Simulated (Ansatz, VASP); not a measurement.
## One calculation of Ca3H2Pt, two programs

```
CELL_PARAMETERS angstrom
5.56629 0.00000 0.00000
-2.78315 4.82055 0.00000
0.00000 0.00000 8.62740
ATOMIC_POSITIONS crystal
Ca 0.16883 0.33767 0.75000
Ca 0.66233 0.83117 0.75000
Ca 0.16883 0.83117 0.75000
Ca 0.83117 0.66233 0.25000
Ca 0.33767 0.16883 0.25000
Ca 0.83117 0.16883 0.25000
H 0.66667 0.33333 0.94020
H 0.33333 0.66667 0.05980
H 0.33333 0.66667 0.44020
H 0.66667 0.33333 0.55980
Pt 0.00000 0.00000 0.00000
Pt 0.00000 0.00000 0.50000
```

Change from the starting cell: species swapped into the Zr2V3Ru type (P6_3/mmc, No. 194).

Alike in both runs: task single point; functional PBE; k mesh 6 × 6 × 2; occupations gaussian, width 0.1 eV; no spin polarisation.

|  | VASP | Ansatz |
| --- | --- | --- |
| version | VASP 6.6.1 | Ansatz 0.2.0 |
| potentials or method | VASP PAW PBE potentials, release 64 (Ca_sv, H, Pt), cutoff 520 eV | scalar-relativistic, plane waves, PAW |
| valence electrons in the cell | 84 | 100 |

VASP gave:

- gap on the k mesh at the Fermi level (eV): none
- pressure (GPa): 11.6
- traceless stress, the component that is largest in VASP (GPa): -16.06
- rms of the force components (eV/Å): 0.207

Question: What did Ansatz give for the same quantities?

Answer: gap on the k mesh at the Fermi level (eV): none; pressure (GPa): 11.4; traceless stress, the component that is largest in VASP (GPa): -16.06; rms of the force components (eV/Å): 0.198.

Atom by atom the forces differ by 0.009 eV/Å (rms over components). A gap of «none» marks a metal or a gap that the smearing closes. The functional is the same, so the differences come from potentials, cutoffs and numerics. VASP's potentials hold 84 valence electrons a cell and Ansatz's 100, so a difference there can come from the potentials and not from the codes.

The k mesh is coarse, so the values compare programs but aren't converged. Neither program's run includes spin-orbit coupling.
